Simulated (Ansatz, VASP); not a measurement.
## Co in VASP and in Ansatz

```xyz
1
Lattice="0.0000 1.8550 1.8550 1.8550 0.0000 1.8550 1.8550 1.8550 0.0000" Properties=species:S:1:pos:R:3 pbc="T T T"
Co    0.0000    0.0000    0.0000
```

Alike in both runs: task single point; functional PBE; k mesh 8 × 8 × 8; collinear spin.

|  | VASP | Ansatz |
| --- | --- | --- |
| version | VASP 6.6.1 | Ansatz 0.2 development build |
| potentials or method | VASP PAW PBE potentials, release 64 (Co) | PAW hard, scalar-relativistic |
| plane-wave cutoff (eV) | 600 | 900 |
| occupations | fermi-dirac, width 0.1 eV | fermi-dirac |

Ansatz gave:

| Property | Result |
| --- | --- |
| net moment per atom (μB) | 1.70 |
| size of the moment on the site where the two differ most (μB) | 1.79 |

Question: Estimate VASP's values.

Answer: net moment per atom (μB): 1.70; size of the moment on the site where the two differ most (μB): 1.75.

Site moments also hang on the region over which each program counts them. Ansatz's warnings: negative dielectric reading.

The k mesh is coarse, so the values compare programs but aren't converged.
